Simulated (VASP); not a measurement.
# TeRu (Fm-3m) in VASP: further runs

Runs on TeRu. Level: r2SCAN. Tasks: single point.

Everything below comes from runs of VASP 6.6.1. Logs are shortened: lines on timing, memory, paths and dates and some standing lists are left out, and cuts for length are marked.

### Step 1. The cell of the first run

Symmetry: Fm-3m, No. 225, cubic system. The conventional cell has a = 5.457 Å, b = 5.457 Å, c = 5.457 Å, α = 90.00°, β = 90.00°, γ = 90.00°. Within 3.6 Å of Ru (site symmetry m-3m) lie 6 Te at 2.73 Å. Te (site symmetry m-3m) has 6 Ru at 2.73 Å within 3.6 Å.

### Step 2. Single point, r2SCAN (volume scaled by 1.020)

POSCAR

```
TeRu
1.0
    0.0000000000      2.7284758642      2.7284758642
    2.7284758642      0.0000000000      2.7284758642
    2.7284758642      2.7284758642      0.0000000000
Ru Te
1 1
Direct
    0.5000000000      0.5000000000      0.5000000000
    0.0000000000      0.0000000000      0.0000000000
```

INCAR.step1

```
  PREC = Accurate
  ENCUT = 520
  ISMEAR = 0
  SIGMA = 0.05
  LREAL = False
  LASPH = True
  NELM = 60
  NBANDS = 17
  GGA = PE
  ALGO = Normal
  EDIFF = 1E-4
  LWAVE = True
  LCHARG = False
```

INCAR.step2

```
  PREC = Accurate
  ENCUT = 520
  EDIFF = 1E-6
  ISMEAR = 0
  SIGMA = 0.05
  LREAL = False
  LASPH = True
  NELM = 60
  ALGO = Normal
  ISIF = 2
  LWAVE = False
  LCHARG = False
  METAGGA = R2SCAN
  LMIXTAU = True
  NBANDS = 17
  ISTART = 1
```

KPOINTS

```
regular mesh
0
Gamma
  12 12 12
```

Potentials or basis: VASP PAW PBE potentials, release 64 (Ru_pv, Te).

The run is started by

```bash
> cat potpaw_PBE.64/Ru_pv/POTCAR potpaw_PBE.64/Te/POTCAR > POTCAR
> cp INCAR.step1 INCAR
> mpirun -np 1 vasp_std > vasp.out
> cp INCAR.step2 INCAR
> mpirun -np 1 vasp_std > vasp.out
```

OUTCAR:

```text
PREC = Accurate
   ENCUT = 520
   EDIFF = 1E-6
   ISMEAR = 0
   LREAL = False
   LASPH = True
   NELM = 60
   ISIF = 2
   METAGGA = R2SCAN
   ISTART = 1

 ion  position               nearest neighbor table
   1  0.500  0.500  0.500-   2 2.73   2 2.73   2 2.73   2 2.73   2 2.73   2 2.73
   2  0.000  0.000  0.000-   1 2.73   1 2.73   1 2.73   1 2.73   1 2.73   1 2.73

  LATTYP: Found a face centered cubic cell.
 ALAT       =     5.4569517284

  Lattice vectors:

 A1 = (   0.0000000000,   2.7284758642,   2.7284758642)
 A2 = (   2.7284758642,   0.0000000000,   2.7284758642)
 A3 = (   2.7284758642,   2.7284758642,   0.0000000000)

Analysis of symmetry for initial positions (statically):
=====================================================================
 Subroutine PRICEL returns:
 Original cell was already a primitive cell.

 Routine SETGRP: Setting up the symmetry group for a
 face centered cubic supercell.

 Subroutine GETGRP returns: Found 48 space group operations
 (whereof 48 operations were pure point group operations)
 out of a pool of 48 trial point group operations.

The static configuration has the point symmetry O_h .

Analysis of symmetry for dynamics (positions and initial velocities):
=====================================================================
 Subroutine PRICEL returns:
 Original cell was already a primitive cell.

 Routine SETGRP: Setting up the symmetry group for a
 face centered cubic supercell.

 Subroutine GETGRP returns: Found 48 space group operations
 (whereof 48 operations were pure point group operations)
 out of a pool of 48 trial point group operations.

The dynamic configuration has the point symmetry O_h .

 Subroutine INISYM returns: Found 48 space group operations
 (whereof 48 operations are pure point group operations),
 and found     1 'primitive' translations

----------------------------------------------------------------------------------------

                                     Primitive cell

  volume of cell :      40.6247

  direct lattice vectors                    reciprocal lattice vectors
     0.000000000  2.728475864  2.728475864    -0.183252491  0.183252491  0.183252491
     2.728475864  0.000000000  2.728475864     0.183252491 -0.183252491  0.183252491
     2.728475864  2.728475864  0.000000000     0.183252491  0.183252491 -0.183252491

  length of vectors
     3.858647572  3.858647572  3.858647572     0.317402626  0.317402626  0.317402626

  position of ions in fractional coordinates (direct lattice)
     0.500000000  0.500000000  0.500000000
     0.000000000  0.000000000  0.000000000

[... 77 lines left out ...]
   LREAL  =      F    real-space projection
   EDIFFG = 0.1E-04   stopping-criterion for IOM
   NSW    =      0    number of steps for IOM
   IBRION =     -1    ionic relax: 0-MD 1-quasi-New 2-CG
   NFREE  =      0    steps in history (QN), initial steepest desc. (CG)
   ISIF   =      2    stress and relaxation
   ISYM   =      2    0-nonsym 1-usesym 2-fastsym
   POTIM  = 0.5000    time-step for ionic-motion
   TEBEG  =    0.0;   TEEND  =   0.0 temperature during run
   PSTRESS=    0.0 pullay stress
   NELECT =      20.0000    total number of electrons
   NUPDOWN=      -1.0000    fix difference up-down
   EMIN   =  10.00;   EMAX   =-10.00  energy-range for DOS
   EFERMI =   0.00;   METHOD = LEGACY
   ISMEAR =     0;   SIGMA  =   0.05  broadening in eV -4-tet -1-fermi 0-gaus
   EFERMI_NEDOS =   21; number of points for ismear=-14 and -15
   IALGO  =     38    algorithm
   IMIX   =      4    mixing-type and parameters
     AMIX     =   0.40;   BMIX     =  1.00
     AMIX_MAG =   1.60;   BMIX_MAG =  1.00
  volume/ion in A,a.u.               =      20.31       137.07
  Fermi-wavevector in a.u.,A,eV,Ry     =   1.292671  2.442794 22.735317  1.670999
  Thomas-Fermi vector in A             =   2.424365
   LORBIT       =      0    0 simple, 1 ext, 2 COOP (PROOUT), +10 PAW based schemes
   METAGGA = R2SCAN    functional components
   LHFCALC =     F    Hartree Fock is set to
   AEXX    =    0.0000 exact exchange contribution
   IVDW    =     0    specifies the selected vdW correction
   LEPSILON=     F    determine dielectric tensor
   LRPA    =     F    only Hartree local field effects (RPA)
 non-spin polarized calculation
 Gauss-broadening in eV      SIGMA  =   0.05
  energy-cutoff  :      520.00
  volume of cell :       40.62
 maximum number of plane-waves:      1113
 NGX is ok and might be reduce to    30
   NGX = 15   NGY = 15   NGZ = 15

 number of electron      20.0000001 magnetization

 Free energy of the ion-electron system (eV)
  ---------------------------------------------------
  ext. energy  EPLUGINS =         0.00000000
  ---------------------------------------------------
  free energy    TOTEN  =       -49.94914223 eV

  energy without entropy =      -49.94583008  energy(sigma->0) =      -49.94748615

 E-fermi :   9.7679     XC(G=0): -12.2025

 val. band max:        9.7493856981   @ k =  -0.0833   0.0833   0.0000
 cond. band min:       9.7786540803   @ k =   0.3333   0.2500   0.0000
 fundamental gap:      0.0292683822
 Fermi energy:         9.7678981259

 k-point     1 :       0.0000    0.0000    0.0000
  band No.  band energies     occupation
      1     -33.4268      2.00000
      2     -33.4268      2.00000
      3     -33.4268      2.00000
      4      -4.3223      2.00000
      5       7.8374      2.00000
      6       7.8374      2.00000
[... 457 lines left out ...]
      4      -2.3373      2.00000
      5       3.1581      2.00000
      6       5.1923      2.00000
[... 9 lines left out ...]
     16      20.5607      0.00000
     17      20.7276      0.00000

 [... further k-points ...]

------------------------ aborting loop because EDIFF is reached ----------------------------------------

  FORCE on cell =-STRESS in cart. coord.  units (eV):
  Direction    XX          YY          ZZ          XY          YZ          ZX
  --------------------------------------------------------------------------------------
  -------------------------------------------------------------------------------------
  Total       -0.6197289     -0.6197289     -0.6197289     -0.0000000     -0.0000000      0.0000000
  in kB      -24.4411691    -24.4411691    -24.4411691     -0.0000000     -0.0000000      0.0000000
  external PRESSURE =     -24.4411691 kB  Pullay stress =       0.0000000 kB

 VOLUME and BASIS-vectors are now :
 -----------------------------------------------------------------------------
  energy-cutoff  :      520.00
  volume of cell :       40.62
      direct lattice vectors                 reciprocal lattice vectors
     0.000000000  2.728475864  2.728475864    -0.183252491  0.183252491  0.183252491
     2.728475864  0.000000000  2.728475864     0.183252491 -0.183252491  0.183252491
     2.728475864  2.728475864  0.000000000     0.183252491  0.183252491 -0.183252491

 POSITION                                       TOTAL-FORCE (eV/Angst)
 -----------------------------------------------------------------------------------
      2.72848      2.72848      2.72848        -0.000000      0.000000      0.000000
      0.00000      0.00000      0.00000         0.000000     -0.000000      0.000000
 -----------------------------------------------------------------------------------
    total drift:                                0.000000     -0.000000      0.000000

  FREE ENERGIE OF THE ION-ELECTRON SYSTEM (eV)
  ---------------------------------------------------
  free  energy   TOTEN  =       -49.9491422267 eV

  energy  without entropy=      -49.9458300758  energy(sigma->0) =      -49.94748615
```

OSZICAR.step1:

```text
N       E                     dE             d eps       ncg     rms          rms(c)
DAV:   1     0.139720359230E+03    0.13972E+03   -0.11062E+04  2488   0.110E+03
DAV:   2    -0.849281303804E+01   -0.14821E+03   -0.14418E+03  2751   0.298E+02
DAV:   3    -0.114688433223E+02   -0.29760E+01   -0.29498E+01  3062   0.428E+01
DAV:   4    -0.114927076189E+02   -0.23864E-01   -0.23856E-01  3073   0.396E+00
DAV:   5    -0.114931694620E+02   -0.46184E-03   -0.46182E-03  3199   0.526E-01    0.898E+00
DAV:   6    -0.114094905854E+02    0.83679E-01   -0.14840E-01  2744   0.364E+00    0.471E+00
DAV:   7    -0.113985504618E+02    0.10940E-01   -0.53291E-02  2542   0.173E+00    0.207E+00
DAV:   8    -0.113907899411E+02    0.77605E-02   -0.40419E-02  2716   0.192E+00    0.445E-01
DAV:   9    -0.113905093219E+02    0.28062E-03   -0.13445E-03  2977   0.274E-01    0.172E-01
DAV:  10    -0.113905205433E+02   -0.11221E-04   -0.16333E-04  2246   0.110E-01
   1 F= -.11390521E+02 E0= -.11389087E+02  d E =-.286613E-02
```

Run time: 85 s. Hardware: 1 thread of Intel Xeon 6975P-C (Granite Rapids), shared host; peak memory 0.2 GiB.

What came out:

* Free energy: -49.9491 eV
* Pressure: -2.4 GPa
* Band gap on the k mesh: zero (band 10 reaches 10.02 eV, above the bottom of band 11 at 9.31 eV)

Caveat: the PAW data sets were made with another functional, which shifts forces and pressure a little; spin-orbit coupling is left out, which moves the levels of the heavy elements.

### Step 3. Single point, r2SCAN (volume scaled by 1.040)

POSCAR

```
TeRu
1.0
    0.0000000000      2.7461937364      2.7461937364
    2.7461937364      0.0000000000      2.7461937364
    2.7461937364      2.7461937364      0.0000000000
Ru Te
1 1
Direct
    0.5000000000      0.5000000000      0.5000000000
    0.0000000000      0.0000000000      0.0000000000
```

INCAR.step1

```
SYSTEM = TeRu
ALGO = Normal
EDIFF = 1E-4
ENCUT = 520
GGA = PE
ISMEAR = 0
LASPH = .True.
LCHARG = .False.
LREAL = .False.
LWAVE = .True.
NBANDS = 17
NELM = 60
PREC = Accurate
SIGMA = 0.05
```

INCAR.step2

```
SYSTEM = TeRu
ALGO = Normal
EDIFF = 1E-6
ENCUT = 520
ISIF = 2
ISMEAR = 0
ISTART = 1
LASPH = .True.
LCHARG = .False.
LMIXTAU = .True.
LREAL = .False.
LWAVE = .False.
METAGGA = R2SCAN
NBANDS = 17
NELM = 60
PREC = Accurate
SIGMA = 0.05
```

KPOINTS

```
k-points
0
Gamma
  12 12 12
  0 0 0
```

Potentials or basis: VASP PAW PBE potentials, release 64 (Ru_pv, Te).

The run is started by

```bash
> cat potpaw_PBE.64/Ru_pv/POTCAR potpaw_PBE.64/Te/POTCAR > POTCAR
> cp INCAR.step1 INCAR
> mpirun -np 1 vasp_std > vasp.out
> cp INCAR.step2 INCAR
> mpirun -np 1 vasp_std > vasp.out
```

It took 82 s on 1 thread of Intel Xeon 6975P-C (Granite Rapids), shared host; peak memory 0.2 GiB.

It converged, with:

```yaml
Free_energy: -49.9317 eV
Pressure: -4.6 GPa
Band_gap_on_the_k_mesh: zero (band 10 reaches 9.71 eV, above the bottom of band 11 at 9.04 eV)
```

Levels at points of the mesh, in eV from the Fermi level:
```tsv
k point	band 8	band 9	band 10	band 11	band 12	band 13
(0.00, 0.00, 0.00)	-1.57	-1.57	-0.41	-0.41	-0.41	5.41
(0.50, 0.00, 0.00)	-0.81	-0.81	-0.27	4.09	4.38	4.38
(0.50, 0.50, 0.00)	-2.58	-1.06	-0.43	-0.43	0.56	2.66
```

Caveat: the PAW data sets were made with another functional, which shifts forces and pressure a little; spin-orbit coupling is left out, which moves the levels of the heavy elements.

### Step 4. Single point, r2SCAN (volume scaled by 1.070)

POSCAR

```
TeRu
1.0
    0.0000000000      2.7723495367      2.7723495367
    2.7723495367      0.0000000000      2.7723495367
    2.7723495367      2.7723495367      0.0000000000
Ru Te
1 1
Direct
    0.5000000000      0.5000000000      0.5000000000
    0.0000000000      0.0000000000      0.0000000000
```

INCAR.step1

```
SYSTEM = TeRu
PREC = Accurate
ENCUT = 520
ISMEAR = 0
SIGMA = 0.05
LREAL = .False.
LASPH = .True.
NELM = 100
NBANDS = 17
GGA = PE
ALGO = Normal
EDIFF = 1E-4
LWAVE = .True.
LCHARG = .False.
```

INCAR.step2

```
SYSTEM = TeRu
PREC = Accurate
ENCUT = 520
EDIFF = 1E-6
ISMEAR = 0
SIGMA = 0.05
LREAL = .False.
LASPH = .True.
NELM = 100
ALGO = Normal
ISIF = 2
LWAVE = .False.
LCHARG = .False.
METAGGA = R2SCAN
LMIXTAU = .True.
NBANDS = 17
ISTART = 1
```

KPOINTS

```
Automatic mesh
0
Gamma
  12 12 12
  0 0 0
```

The run is started by

```bash
> cat potpaw_PBE.64/Ru_pv/POTCAR potpaw_PBE.64/Te/POTCAR > POTCAR
> cp INCAR.step1 INCAR
> mpirun -np 1 vasp_std > vasp.out
> cp INCAR.step2 INCAR
> mpirun -np 1 vasp_std > vasp.out
```

It took 80 s on 1 thread of Intel Xeon 6975P-C (Granite Rapids), shared host; peak memory 0.2 GiB.

The run converged. Its results:

```
Free energy            : -49.8869 eV
Pressure               : -7.4 GPa
Band gap on the k mesh : zero (band 10 reaches 9.26 eV, above the bottom of band 11 at 8.61 eV)
```

Levels at points of the mesh, in eV from the Fermi level:
| k point | band 8 | band 9 | band 10 | band 11 | band 12 | band 13 |
| --- | --- | --- | --- | --- | --- | --- |
| (0.00, 0.00, 0.00) | -1.48 | -1.48 | -0.44 | -0.44 | -0.44 | 5.12 |
| (0.50, 0.00, 0.00) | -0.76 | -0.76 | -0.25 | 4.09 | 4.20 | 4.20 |
| (0.50, 0.50, 0.00) | -2.52 | -0.99 | -0.41 | -0.41 | 0.55 | 2.54 |

Caveat: the PAW data sets were made with another functional, which shifts forces and pressure a little; spin-orbit coupling is left out, which moves the levels of the heavy elements.

### Step 5. Summary

```csv
cell,gap on the mesh (eV),pressure (GPa)
"a = 3.859 Å, angles 60.0°, 2 atoms",none,-2.4
"a = 3.884 Å, angles 60.0°, 2 atoms",none,-4.6
"a = 3.921 Å, angles 60.0°, 2 atoms",none,-7.4
```

Alike in all rows: task single point; level r2SCAN; potentials or basis VASP PAW PBE potentials, release 64 (Ru_pv, Te); no spin polarisation; k mesh 12 × 12 × 12; cutoff (eV) 520; smearing gaussian 0.05 eV.

Caveats: the PAW data sets were made with another functional, which shifts forces and pressure a little; spin-orbit coupling is left out, which moves the levels of the heavy elements.

Absolute energies hang on the potentials; compare differences alone.
